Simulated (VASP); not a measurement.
Here is a VASP 6.6.1 calculation.

The input INCAR:

```
SYSTEM = W3S
ALGO = Normal
DIPOL = 0.5 0.5 0.365
EDIFF = 1E-6
ENCUT = 520
GGA = PE
IDIPOL = 3
ISIF = 2
ISMEAR = 0
LASPH = .TRUE.
LCHARG = .TRUE.
LDIPOL = .TRUE.
LELF = .TRUE.
LREAL = .FALSE.
LVACPOTAV = .TRUE.
LVHAR = .TRUE.
LWAVE = .FALSE.
NBANDS = 32
NELM = 80
PREC = Accurate
SIGMA = 0.1
```

KPOINTS

```
k-points
0
G
  9 9 1
  0 0 0
```

Contents of POSCAR:

```
W3S
1.0
    2.8547213223      0.0000000000      0.0000000000
   -1.4273606611      2.4722611858      0.0000000000
    0.0000000000      0.0000000000     20.1973423488
W S
3 1
Direct
    0.6666666667      0.3333333333      0.1980458583
    0.3333333333      0.6666666667      0.3143385345
    0.0000000000      0.0000000000      0.4306181575
    0.3333333333      0.6666666667      0.5153089387
```

Potentials or basis: VASP PAW PBE potentials, release 64 (W_sv, S).

The run is started by

```console
$ cat potpaw_PBE.64/W_sv/POTCAR potpaw_PBE.64/S/POTCAR > POTCAR
$ mpirun -np 1 vasp_std > vasp.out
```

Estimate the largest force.

0.550 eV/Å.

Predict the band gap on the k mesh.

zero (band 24 reaches 2.16 eV, above the bottom of band 25 at 1.71 eV).

Forces in eV/Å, atoms in the order of the input:
```
W    0.000  0.000 -0.247
W    0.000  0.000 -0.303
W    0.000  0.000  0.550
S    0.000  0.000  0.000
```

Caveat: spin-orbit coupling is left out, which moves the levels of the heavy elements.
